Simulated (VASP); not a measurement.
KI:

```
K I
1.0
     2.48565   -4.30336    0.00000
     2.48565    4.30336    0.00000
     0.00000    0.00000    8.67931
K I
2 2
Cartesian
  2.4856 0.0000 4.3397
  2.4856 0.0000 0.0000
  2.4856 -2.8679 2.1698
  2.4856 2.8679 6.5095
```

| Quantity | Value |
| --- | --- |
| Program | VASP 6.6.1 |
| Task | relaxation of cell and atoms |
| Functional | PBEsol |
| Potentials or basis | VASP PAW PBE potentials, release 64 (K_sv, I) |
| Cutoff | 600 eV |
| k mesh | 6 × 6 × 4 |
| Occupations | fermi-dirac, width 0.02 eV |
| Spin | no spin polarisation |

At the start: pressure -0.7 GPa; volume 46.42 Å³/atom.

How do energy, volume and symmetry change on relaxing?

Over 8 steps the energy falls by 7.5 meV/atom and the volume is 43.32 Å³/atom (-6.7 %); space group P6_3/mmc (No. 194, to 0.1 Å) before and after.

Step by step:
```tsv
step	energy change (eV)	largest force (eV/Å)	pressure (GPa)	volume (Å³)
1	0.0000	0.0011	-0.71	185.68
2	-0.0199	0.0012	-0.44	180.17
3	-0.0298	0.0012	-0.04	173.83
4	-0.0299	0.0012	0.00	173.14
5	-0.0298	0.0012	-0.01	173.39
6	-0.0299	0.0010	-0.01	173.36
7	-0.0301	0.0004	-0.01	173.29
8	-0.0301	0.0002	-0.01	173.27
```

Final structure:
```
CELL_PARAMETERS angstrom
2.42243 -4.19700 0.00000
2.42243 4.19700 0.00000
0.00000 0.00000 8.52131
ATOMIC_POSITIONS crystal
K 0.50000 0.50000 0.50000
K 0.50000 0.50000 0.00000
I 0.83328 0.16672 0.25000
I 0.16672 0.83328 0.75000
```

Caveat: the PAW data sets were made with another functional, which shifts forces and pressure a little.
